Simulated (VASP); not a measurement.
Set up this calculation in VASP 6.6.1, as the native input.

* Task: single point
* Functional: PBEsol
* Dispersion: D4
* Potentials or basis: VASP PAW PBE potentials, release 64 (Ru_pv, Al)
* Cutoff: 520 eV
* k mesh: 9 × 9 × 9
* Occupations: fermi-dirac, width 0.05 eV
* Spin: no spin polarisation
* Dipole correction: no
* Further INCAR settings: ALGO = Normal; EDIFF = 1e-06; NBANDS = 16

The structure of AlRu lies in POSCAR:

```
AlRu
1.0
    2.9620935224      0.0000000000      0.0000000000
    0.0000000000      2.9620935224      0.0000000000
    0.0000000000      0.0000000000      2.9620935224
Ru Al
1 1
Direct
    0.5000000000      0.5000000000      0.5000000000
    0.0000000000      0.0000000000      0.0000000000
```

These files were run (other wordings do the same):

INCAR

```
SYSTEM = AlRu
ALGO = Normal
EDIFF = 1E-6
ENCUT = 520
GGA = PS
ISIF = 2
ISMEAR = -1
IVDW = 13
LASPH = .True.
LCHARG = .False.
LREAL = .False.
LWAVE = .False.
NBANDS = 16
NELM = 100
PREC = Accurate
SIGMA = 0.05
```

KPOINTS

```
k-points
0
Gamma
  9 9 9
  0 0 0
```

Potentials or basis: VASP PAW PBE potentials, release 64 (Ru_pv, Al).

Launch:

```console
$ cat potpaw_PBE.64/Ru_pv/POTCAR potpaw_PBE.64/Al/POTCAR > POTCAR
$ mpirun -np 1 vasp_std > vasp.out
```

Results of the run:

| Item | Value |
| --- | --- |
| Pressure | 0.0 GPa |
| Dispersion energy per atom | -0.283 eV |

Caveat: the PAW data sets were made with another functional, which shifts forces and pressure a little; pairwise dispersion overbinds metals, which lowers pressure and volume.

It took 4.2 s on 1 thread of Intel(R) Xeon(R) 6975P-C (Granite Rapids), on a shared host, peak memory 0.14 GiB.
